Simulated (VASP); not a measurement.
The system is WC.

```
W C
1.0
     2.84717    0.00000    0.00000
    -1.42358    2.46572    0.00000
     0.00000    0.00000    2.77869
W C
1 1
Cartesian
  0.0000 0.0000 0.0000
  1.4236 0.8219 1.3893
```

Base run:

```yaml
Program: VASP 6.6.1
Functional: b88 exchange, pbe correlation
Potentials_or_basis: VASP PAW PBE potentials, release 64 (W_sv, C)
Cutoff: 600 eV
k_mesh: 10 × 10 × 9
Occupations: fermi-dirac, width 0.05 eV
Spin: no spin polarisation
```

Its results: band gap on the k mesh zero (bands 9 and 10 overlap by 1.29 eV); pressure 36.2 GPa.

Problem. The run is repeated on the same cell with these changes: functional from b88 exchange, pbe correlation to r2SCAN; cutoff from 600 eV to 520 eV; dispersion from none to rVV10. What comes out?

Solution. Band gap on the k mesh zero (bands 9 and 10 overlap by 1.33 eV); pressure 31.5 GPa.

Several settings changed at once.

Caveats: the cell stands under pressure; the PAW data sets were made with another functional, which shifts forces and pressure a little; spin-orbit coupling is left out, which moves the levels of the heavy elements.
